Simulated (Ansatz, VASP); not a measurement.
# Co in VASP and in Ansatz

File INCAR:

```
SYSTEM = Co
ALGO = Normal
EDIFF = 1E-8
ENCUT = 520
GGA = PE
ISIF = 2
ISMEAR = -1
ISPIN = 2
LASPH = .TRUE.
LCHARG = .FALSE.
LEFG = .TRUE.
LMAXMIX = 4
LORBIT = 11
LREAL = .FALSE.
LWAVE = .FALSE.
MAGMOM = 2 2
NBANDS = 20
NELM = 150
PREC = Accurate
SIGMA = 0.05
```

Contents of KPOINTS:

```
k-points
0
G
  19 19 10
  0 0 0
```

POSCAR

```
Co
1.0
    2.4680156958      0.0000000000      0.0000000000
   -1.2340078479      2.1373642896      0.0000000000
    0.0000000000      0.0000000000      4.0081971921
Co
2
Direct
    0.3333333333      0.6666666667      0.2500000000
    0.6666666667      0.3333333333      0.7500000000
```

Input for Ansatz:

```yaml
crystal:
  lattice:
    - [2.4680156958, 0.0, 0.0]
    - [-1.2340078479, 2.1373642896, 0.0]
    - [0.0, 0.0, 4.0081971921]
  atoms:
    - { symbol: Co, position: [0.3333333333, 0.6666666667, 0.25], spin: 2.0 }
    - { symbol: Co, position: [0.6666666667, 0.3333333333, 0.75], spin: 2.0 }
magnetization:
  spin_polarized: true
kpoints:
  mp_grid: { grid: [19, 19, 10] }
scf:
  occupations: { method: fermi_dirac, width: 0.05 }
hamiltonian:
  xc: pbe
  pseudopotentials: { kind: all_electron, datasets: crystal }
output:
  forces: true
  stress: true
  eigenvalues: true
  efg: { contact_densities: true }
```

Change from the starting cell: volume scaled by 0.9405, crystal datasets.

Alike in both runs: task electric field gradients; functional PBE; k mesh 19 × 19 × 10; occupations fermi-dirac, width 0.05 eV; collinear spin.

|  | VASP | Ansatz |
| --- | --- | --- |
| version | VASP 6.6.1 | Ansatz 0.2.0 |
| potentials or method | VASP PAW PBE potentials, release 64 (Co), cutoff 520 eV | all-electron PAW with datasets made for the crystal, scalar-relativistic |

Ansatz gave:

```
pressure (GPa)                                                : 6.0
traceless stress, the component that is largest in VASP (GPa) : -1.09
net moment per atom (μB)                                      : 1.59
size of the moment on the site where the two differ most (μB) : 1.67
size of Vzz on the site where it differs most (V/Å²)          : 2.0
```

Question: What did VASP give for the same quantities?

Answer: Pressure (GPa): 5.2; traceless stress, the component that is largest in VASP (GPa): -1.12; net moment per atom (μB): 1.58; size of the moment on the site where the two differ most (μB): 1.60; size of Vzz on the site where it differs most (V/Å²): 2.5.

Site moments also hang on the region over which each program counts them. Ansatz ran all-electron here, and VASP with PAW potentials.
